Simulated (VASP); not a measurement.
Input of a VASP 6.6.1 run:

INCAR

```
SYSTEM = CdTe
PREC = Accurate
ENCUT = 500
EDIFF = 1E-6
ISMEAR = 0
SIGMA = 0.1
LREAL = .False.
LASPH = .True.
NELM = 120
ALGO = Normal
ISIF = 2
LWAVE = .False.
LCHARG = .False.
GGA = PE
NBANDS = 36
GGA_COMPAT = .False.
```

File KPOINTS:

```
regular mesh
0
Gamma
  12 12 4
  0 0 0
```

POSCAR

```
CdTe
1.0
    4.3293935171      0.0000000000      0.0000000000
   -2.1646967586      3.7493647688      0.0000000000
    0.0000000000      0.0000000000     10.6159039616
Cd Te
3 3
Direct
    0.0000000000      0.0000000000      0.0000000000
    0.3333333333      0.6666666667      0.3333333333
    0.6666666667      0.3333333333      0.6666666667
    0.6666666667      0.3333333333      0.1666666667
    0.0000000000      0.0000000000      0.5000000000
    0.3333333333      0.6666666667      0.8333333333
```

Potentials or basis: VASP PAW PBE potentials, release 64 (Cd, Te).

Launch:

```sh
$ cat potpaw_PBE.64/Cd/POTCAR potpaw_PBE.64/Te/POTCAR > POTCAR
$ mpirun -np 1 vasp_std > vasp.out
```

Estimate the band gap on the k mesh.

zero (bands 27 and 28 overlap by 0.79 eV).

Predict the pressure.

0.1 GPa.

Caveat: semilocal functionals underestimate gaps, so a narrow gap can read as zero; spin-orbit coupling is left out, which moves the levels of the heavy elements.
